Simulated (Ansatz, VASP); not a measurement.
## Two plane-wave programs on Ru

INCAR

```
PREC = Accurate ; ENCUT = 500
EDIFF = 1E-6 ; ISMEAR = 0
SIGMA = 0.1 ; LREAL = False
LASPH = True ; NELM = 120
ALGO = Normal ; ISIF = 2
LWAVE = False ; LCHARG = False
GGA = PE ; NBANDS = 21
GGA_COMPAT = False
```

The input KPOINTS:

```
regular mesh
0
Gamma
  4 4 4
```

POSCAR

```
Ru
1.0
    0.0000000000      3.4423055673      3.4423055673
    3.4423055673      0.0000000000      3.4423055673
    3.4423055673      3.4423055673      0.0000000000
Ru
2
Direct
    0.0000000000      0.0000000000      0.0000000000
    0.2500000000      0.2500000000      0.2500000000
```

Input for Ansatz:

```yaml
crystal:
  lattice:
    - [0.0, 3.4423055673, 3.4423055673]
    - [3.4423055673, 0.0, 3.4423055673]
    - [3.4423055673, 3.4423055673, 0.0]
  atoms:
    - { symbol: Ru, position: [0.0, 0.0, 0.0] }
    - { symbol: Ru, position: [0.25, 0.25, 0.25] }
basis:
  ecutwfc: 420
kpoints:
  mp_grid: { grid: [4, 4, 4] }
hamiltonian:
  xc: pbe
scf:
  occupations: { method: gaussian, width: 0.1 }
output:
  forces: true
  stress: true
  eigenvalues: true
```

Alike in both runs: task single point; functional PBE; k mesh 4 × 4 × 4; occupations gaussian, width 0.1 eV; no spin polarisation.

|  | VASP | Ansatz |
| --- | --- | --- |
| version | VASP 6.6.1 | Ansatz 0.2.0 |
| potentials or method | VASP PAW PBE potentials, release 64 (Ru_pv), cutoff 500 eV | scalar-relativistic, plane waves, PAW |
| valence electrons in the cell | 28 | 32 |

|  | VASP | Ansatz | Ansatz less VASP |
| --- | --- | --- | --- |
| gap on the k mesh at the Fermi level (eV) | none | none | - |
| pressure (GPa) | -19.7 | -19.7 | 0.00 |

A gap of «none» marks a metal or a gap that the smearing closes. VASP's potentials hold 28 valence electrons a cell and Ansatz's 32, so a difference there can come from the potentials and not from the codes.

The k mesh is coarse, so the values compare programs but aren't converged.
